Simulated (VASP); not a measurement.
## TiC: single point with PBE

The system is TiC.

```xyz
2
Lattice="3.0537 0.0000 0.0000 1.5269 2.6446 0.0000 1.5269 0.8815 2.4933" Properties=species:S:1:pos:R:3 pbc="T T T"
Ti    0.0000    0.0000    0.0000
C     3.0537    1.7631    1.2467
```

```yaml
Program: VASP 6.6.1
Task: single point
Functional: PBE
Potentials_or_basis: VASP PAW PBE potentials, release 64 (Ti_sv, C)
Cutoff: 520 eV
k_mesh: 3 × 3 × 3
Occupations: fermi-dirac, width 0.15 eV
Spin: no spin polarisation
Dipole_correction: no
Further_INCAR_settings: ALGO = Normal; EDIFF = 1e-06; NBANDS = 15
```

The pressure is 3.9 GPa. The band gap on the k mesh is zero (band 8 reaches 10.22 eV, above the bottom of band 9 at 9.16 eV).

Levels at points of the mesh, in eV from the Fermi level:
```csv
k point,band 4,band 5,band 6,band 7,band 8,band 9,band 10,band 11,band 12,band 13
"(0.00, 0.00, 0.00)",-32.37,-12.26,0.90,0.90,0.90,1.85,1.85,1.85,1.94,1.94
```

Run time: 9.6 s on 1 thread of AMD EPYC 7R13, with other jobs on the host, peak memory 0.1 GiB.

Caveat: the k points lie up to 0.84 Å⁻¹ apart.
